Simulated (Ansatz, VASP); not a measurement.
**Two plane-wave programs on K**

```xyz
2
Lattice="4.8558 0.0000 0.0000 -2.4279 4.2052 0.0000 0.0000 0.0000 7.9835" Properties=species:S:1:pos:R:3 pbc="T T T"
K     2.4279    1.4017    5.9877
K     0.0000    2.8035    1.9959
```

Alike in both runs: task single point; functional PBE; k mesh 7 × 7 × 4; occupations fermi-dirac, width 0.05 eV; no spin polarisation.

|  | VASP | Ansatz |
| --- | --- | --- |
| version | VASP 6.6.1 | Ansatz 0.2.0 |
| potentials or method | VASP PAW PBE potentials, release 64 (K_sv) | Ansatz PAW |
| plane-wave cutoff (eV) | 520 | 420 |
| valence electrons in the cell | 18 | 18 |

|  | VASP | Ansatz | Ansatz less VASP |
| --- | --- | --- | --- |
| gap on the k mesh at the Fermi level (eV) | none | none | - |
| pressure (GPa) | -0.3 | -0.3 | +0.01 |

A gap of «none» marks a metal or a gap that the smearing closes.
